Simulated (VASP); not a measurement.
A run of VASP 6.6.1:

The input INCAR:

```
PREC = Accurate
ENCUT = 600
EDIFF = 1E-7
ISMEAR = -1
SIGMA = 0.05
LREAL = False
LASPH = True
NELM = 60
ALGO = Normal
ISIF = 3
LWAVE = False
LCHARG = False
GGA = PE
IBRION = 2
NSW = 60
EDIFFG = -0.01
```

File KPOINTS:

```
Automatic mesh
0
Gamma
  7 7 7
```

POSCAR

```
BaTiO3
1.0
    4.0060000000      0.0000000000      0.0000000000
    0.0000000000      4.0060000000      0.0000000000
    0.0000000000      0.0000000000      4.0060000000
Ba Ti O
1 1 3
Direct
    0.5000000000      0.5000000000      0.5000000000
    0.0000000000      0.0000000000      0.0000000000
    0.0000000000      0.0000000000      0.5000000000
    0.0000000000      0.5000000000      0.0000000000
    0.5000000000      0.0000000000      0.0000000000
```

Potentials or basis: VASP PAW PBE potentials, release 64 (Ba_sv, Ti_sv, O).

Command:

```sh
$ cat potpaw_PBE.64/Ba_sv/POTCAR potpaw_PBE.64/Ti_sv/POTCAR potpaw_PBE.64/O/POTCAR > POTCAR
$ mpirun -np 1 vasp_std > vasp.out
```

Hardware: 1 thread of Intel Xeon 6975P-C, on a shared host.

**Question.** How long does it take, and how much memory?

**Answer.** It took 82 s on 1 thread of Intel Xeon 6975P-C, on a shared host, peak memory 0.22 GiB. Counts: scf iterations 41, k points 20, ion steps 3.
